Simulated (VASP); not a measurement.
# Sc (Fm-3m) in VASP: a series of runs

Sc is run at these levels: r2SCAN; tasks: single point, relaxation of volume and atoms at fixed shape.

Everything below comes from runs of VASP 6.6.1. Logs are shortened: lines on timing, memory, paths and dates and some standing lists are left out, and cuts for length are marked.

## Step 1: The cell of the first run

Symmetry: Fm-3m, No. 225, cubic system. Conventional cell: a = 4.653 Å, b = 4.653 Å, c = 4.653 Å, α = 90.00°, β = 90.00°, γ = 90.00°. Within 4.3 Å of Sc (site symmetry m-3m) lie 12 Sc at 3.29 Å.

This isn't the form of Sc at room conditions, which is hcp.

## Step 2: Single point, r2SCAN

POSCAR

```
Sc
1.0
    0.0000000000      2.3262773347      2.3262773347
    2.3262773347      0.0000000000      2.3262773347
    2.3262773347      2.3262773347      0.0000000000
Sc
1
Direct
    0.0000000000      0.0000000000      0.0000000000
```

INCAR.step1

```
SYSTEM = Sc
  PREC = Accurate
  ENCUT = 550
  ISMEAR = -1
  SIGMA = 0.05
  LREAL = .False.
  LASPH = .True.
  NELM = 120
  NBANDS = 12
  GGA = PE
  ALGO = Normal
  EDIFF = 1E-5
  LWAVE = .True.
  LCHARG = .False.
  GGA_COMPAT = .False.
```

INCAR.step2

```
SYSTEM = Sc
  PREC = Accurate
  ENCUT = 550
  EDIFF = 1E-6
  ISMEAR = -1
  SIGMA = 0.05
  LREAL = .False.
  LASPH = .True.
  NELM = 120
  ALGO = Normal
  ISIF = 2
  LWAVE = .False.
  LCHARG = .True.
  METAGGA = R2SCAN
  LMIXTAU = .True.
  LELF = .True.
  LVHAR = .True.
  NBANDS = 12
  ISTART = 1
  GGA_COMPAT = .False.
```

KPOINTS

```
Automatic mesh
0
Gamma
  8 8 8
  0 0 0
```

Potentials or basis: VASP PAW PBE potentials, release 64 (Sc_sv).

Command:

```bash
cat potpaw_PBE.64/Sc_sv/POTCAR > POTCAR
cp INCAR.step1 INCAR
mpirun -np 1 vasp_std > vasp.out
cp INCAR.step2 INCAR
mpirun -np 1 vasp_std > vasp.out
```

OUTCAR:

```text
SYSTEM = Sc
   PREC = Accurate
   ENCUT = 550
   EDIFF = 1E-6
   ISMEAR = -1
   LREAL = .False.
   LASPH = .True.
   NELM = 120
   ISIF = 2
   METAGGA = R2SCAN
   ISTART = 1

 ion  position               nearest neighbor table
   1  0.000  0.000  0.000-

  LATTYP: Found a face centered cubic cell.
 ALAT       =     4.6525546694

  Lattice vectors:

 A1 = (   0.0000000000,   2.3262773347,   2.3262773347)
 A2 = (   2.3262773347,   0.0000000000,   2.3262773347)
 A3 = (   2.3262773347,   2.3262773347,   0.0000000000)

Analysis of symmetry for initial positions (statically):
=====================================================================
 Subroutine PRICEL returns:
 Original cell was already a primitive cell.

 Routine SETGRP: Setting up the symmetry group for a
 face centered cubic supercell.

 Subroutine GETGRP returns: Found 48 space group operations
 (whereof 48 operations were pure point group operations)
 out of a pool of 48 trial point group operations.

The static configuration has the point symmetry O_h .

Analysis of symmetry for dynamics (positions and initial velocities):
=====================================================================
 Subroutine PRICEL returns:
 Original cell was already a primitive cell.

 Routine SETGRP: Setting up the symmetry group for a
 face centered cubic supercell.

 Subroutine GETGRP returns: Found 48 space group operations
 (whereof 48 operations were pure point group operations)
 out of a pool of 48 trial point group operations.

The dynamic configuration has the point symmetry O_h .

 Subroutine INISYM returns: Found 48 space group operations
 (whereof 48 operations are pure point group operations),
 and found     1 'primitive' translations

----------------------------------------------------------------------------------------

                                     Primitive cell

  volume of cell :      25.1776

  direct lattice vectors                    reciprocal lattice vectors
     0.000000000  2.326277335  2.326277335    -0.214935680  0.214935680  0.214935680
     2.326277335  0.000000000  2.326277335     0.214935680 -0.214935680  0.214935680
     2.326277335  2.326277335  0.000000000     0.214935680  0.214935680 -0.214935680

  length of vectors
     3.289852957  3.289852957  3.289852957     0.372279518  0.372279518  0.372279518

  position of ions in fractional coordinates (direct lattice)
     0.000000000  0.000000000  0.000000000

  ion indices of the primitive-cell ions
   primitive index   ion index
                 1           1

----------------------------------------------------------------------------------------

 KPOINTS: Automatic mesh

Automatic generation of k-mesh.
 Grid dimensions read from file:
 generate k-points for:    8    8    8

 Generating k-lattice:

  Cartesian coordinates                     Fractional coordinates (reciprocal lattice)
    -0.026866960  0.026866960  0.026866960     0.125000000  0.000000000  0.000000000
     0.026866960 -0.026866960  0.026866960     0.000000000  0.125000000  0.000000000
     0.026866960  0.026866960 -0.026866960     0.000000000  0.000000000  0.125000000

  Length of vectors
     0.046534940  0.046534940  0.046534940

  Shift w.r.t. Gamma in fractional coordinates (k-lattice)
     0.000000000  0.000000000  0.000000000

 Subroutine IBZKPT returns following result:
 ===========================================

 Found     29 irreducible k-points:

 Following reciprocal coordinates:
            Coordinates               Weight
  0.000000  0.000000  0.000000      1.000000
  0.125000  0.000000  0.000000      8.000000
  0.250000  0.000000  0.000000      8.000000
  0.375000  0.000000  0.000000      8.000000
  0.500000  0.000000  0.000000      4.000000
  0.125000  0.125000  0.000000      6.000000
[... 16 lines left out ...]
  0.500000  0.250000  0.125000     48.000000
 -0.375000  0.250000  0.125000     24.000000
 [... further k-points ...]
   k-points           NKPTS =     29   k-points in BZ     NKDIM =     29   number of bands    NBANDS=     12
   number of dos      NEDOS =    301   number of ions     NIONS =      1
   total plane-waves  NPLWV =  21952
   dimension x,y,z NGX =    28 NGY =   28 NGZ =   28
   dimension x,y,z NGXF=    56 NGYF=   56 NGZF=   56
   ions per type =               1
   NGX,Y,Z   is equivalent  to a cutoff of  14.15, 14.15, 14.15 a.u.
   NGXF,Y,Z  is equivalent  to a cutoff of  28.30, 28.30, 28.30 a.u.
 SYSTEM =  Sc
   PREC   = accura    normal or accurate (medium, high low for compatibility)
   ISTART =      1    job   : 0-new  1-cont  2-samecut
   ICHARG =      0    charge: 1-file 2-atom 10-const
   ISPIN  =      1    spin polarized calculation?
   LNONCOLLINEAR =      F non collinear calculations
   LSORBIT =      F    spin-orbit coupling
   LASPH  =      T    aspherical Exc in radial PAW
   ENCUT  =  550.0 eV  40.42 Ry    6.36 a.u.   6.29  6.29  6.29*2*pi/ulx,y,z
   NELM   =    120;   NELMIN=  2; NELMDL=  0     # of ELM steps
   EDIFF  = 0.1E-05   stopping-criterion for ELM
   LREAL  =      F    real-space projection
   EDIFFG = 0.1E-04   stopping-criterion for IOM
   NSW    =      0    number of steps for IOM
   IBRION =     -1    ionic relax: 0-MD 1-quasi-New 2-CG
   NFREE  =      0    steps in history (QN), initial steepest desc. (CG)
   ISIF   =      2    stress and relaxation
   ISYM   =      2    0-nonsym 1-usesym 2-fastsym
   POTIM  = 0.5000    time-step for ionic-motion
   TEBEG  =    0.0;   TEEND  =   0.0 temperature during run
   PSTRESS=    0.0 pullay stress
   NELECT =      11.0000    total number of electrons
   NUPDOWN=      -1.0000    fix difference up-down
   EMIN   =  10.00;   EMAX   =-10.00  energy-range for DOS
   EFERMI =   0.00;   METHOD = LEGACY
   ISMEAR =    -1;   SIGMA  =   0.05  broadening in eV -4-tet -1-fermi 0-gaus
   EFERMI_NEDOS =   21; number of points for ismear=-14 and -15
   IALGO  =     38    algorithm
   IMIX   =      4    mixing-type and parameters
     AMIX     =   0.40;   BMIX     =  1.00
     AMIX_MAG =   1.60;   BMIX_MAG =  1.00
  volume/ion in A,a.u.               =      25.18       169.91
  Fermi-wavevector in a.u.,A,eV,Ry     =   1.242227  2.347468 20.995524  1.543127
  Thomas-Fermi vector in A             =   2.376590
   LORBIT       =      0    0 simple, 1 ext, 2 COOP (PROOUT), +10 PAW based schemes
   METAGGA = R2SCAN    functional components
   LHFCALC =     F    Hartree Fock is set to
   AEXX    =    0.0000 exact exchange contribution
   IVDW    =     0    specifies the selected vdW correction
   LEPSILON=     F    determine dielectric tensor
   LRPA    =     F    only Hartree local field effects (RPA)
 non-spin polarized calculation
  energy-cutoff  :      550.00
  volume of cell :       25.18
 maximum number of plane-waves:       754
 NGX is ok and might be reduce to    28
   NGX = 13   NGY = 13   NGZ = 13

 number of electron      11.0000000 magnetization

 Free energy of the ion-electron system (eV)
  ---------------------------------------------------
  ext. energy  EPLUGINS =         0.00000000
  ---------------------------------------------------
  free energy    TOTEN  =       -11.30428160 eV

  energy without entropy =      -11.28786551  energy(sigma->0) =      -11.29607356

 E-fermi :   3.6735     XC(G=0): -10.5232

 val. band max:        3.6637725601   @ k =   0.5000   0.0000   0.0000
 cond. band min:       3.6971428455   @ k =  -0.3750   0.1250   0.0000
 fundamental gap:      0.0333702854
 Fermi energy:         3.6734759991

 k-point     1 :       0.0000    0.0000    0.0000
  band No.  band energies     occupation
      1     -47.9726      2.00000
      2     -25.4162      2.00000
      3     -25.4162      2.00000
      4     -25.4162      2.00000
      5      -1.8775      2.00000
      6       5.4131      0.00000
      7       5.4131      0.00000
      8       5.4131      0.00000
      9       6.8362      0.00000
     10       6.8362      0.00000
     11      16.5274      0.00000
     12      20.1395      0.00000

 k-point     2 :       0.1250    0.0000    0.0000
  band No.  band energies     occupation
      1     -47.9644      2.00000
      2     -25.4738      2.00000
      3     -25.4236      2.00000
      4     -25.4236      2.00000
      5      -1.4745      2.00000
      6       5.1152      0.00000
      7       5.5436      0.00000
      8       5.5436      0.00000
      9       6.7516      0.00000
     10       6.7516      0.00000
     11      16.6618      0.00000
     12      17.8906      0.00000

 k-point     3 :       0.2500    0.0000    0.0000
  band No.  band energies     occupation
      1     -47.9444      2.00000
      2     -25.6106      2.00000
      3     -25.4412      2.00000
      4     -25.4412      2.00000
      5      -0.3705      2.00000
      6       4.4814      0.00000
      7       5.6224      0.00000
      8       5.6224      0.00000
      9       6.8682      0.00000
     10       6.8682      0.00000
     11      14.3205      0.00000
     12      17.1481      0.00000
[... 286 lines left out ...]
 k-point    23 :       0.5000    0.2500    0.1250
  band No.  band energies     occupation
      1     -47.9135      2.00000
      2     -25.7147      2.00000
      3     -25.5524      2.00000
      4     -25.4858      2.00000
      5       1.8285      2.00000
      6       3.7343      0.45708
      7       4.6040      0.00000
      8       6.0884      0.00000
      9       7.1510      0.00000
     10       8.2618      0.00000
     11      12.0110      0.00000
     12      14.6617      0.00000

 k-point    24 :      -0.3750    0.2500    0.1250
  band No.  band energies     occupation
      1     -47.9068      2.00000
      2     -25.7452      2.00000
      3     -25.5657      2.00000
      4     -25.4974      2.00000
      5       2.7287      2.00000
      6       3.2527      1.99956
      7       4.5709      0.00000
      8       5.9598      0.00000
      9       7.5631      0.00000
     10       8.8020      0.00000
     11      10.4262      0.00000
     12      14.9873      0.00000

 [... further k-points ...]
[... 5 lines left out ...]
  --------------------------------------------------------------------------------------
  -------------------------------------------------------------------------------------
  Total        0.0237749      0.0237749      0.0237749      0.0000000      0.0000000     -0.0000000
  in kB        1.5129143      1.5129143      1.5129143      0.0000000      0.0000000     -0.0000000
  external PRESSURE =       1.5129143 kB  Pullay stress =       0.0000000 kB

 VOLUME and BASIS-vectors are now :
 -----------------------------------------------------------------------------
  energy-cutoff  :      550.00
  volume of cell :       25.18
      direct lattice vectors                 reciprocal lattice vectors
     0.000000000  2.326277335  2.326277335    -0.214935680  0.214935680  0.214935680
     2.326277335  0.000000000  2.326277335     0.214935680 -0.214935680  0.214935680
     2.326277335  2.326277335  0.000000000     0.214935680  0.214935680 -0.214935680

 POSITION                                       TOTAL-FORCE (eV/Angst)
 -----------------------------------------------------------------------------------
      0.00000      0.00000      0.00000         0.000000      0.000000      0.000000
 -----------------------------------------------------------------------------------
    total drift:                               -0.000000     -0.000000     -0.000000

  FREE ENERGIE OF THE ION-ELECTRON SYSTEM (eV)
  ---------------------------------------------------
  free  energy   TOTEN  =       -11.3042815983 eV

  energy  without entropy=      -11.2878655144  energy(sigma->0) =      -11.29607356
```

Run time: 24 s. Hardware: 1 thread of Intel Xeon 6975P-C (Granite Rapids), shared host; peak memory 0.16 GiB.

Results:

* Free energy: -11.3043 eV
* Pressure: 0.2 GPa
* Band gap on the k mesh: zero (an odd number of electrons rules out a gap without spin polarisation)

Caveat: the PAW data sets were made with another functional, which shifts forces and pressure a little.

[end of part 1 of 2]
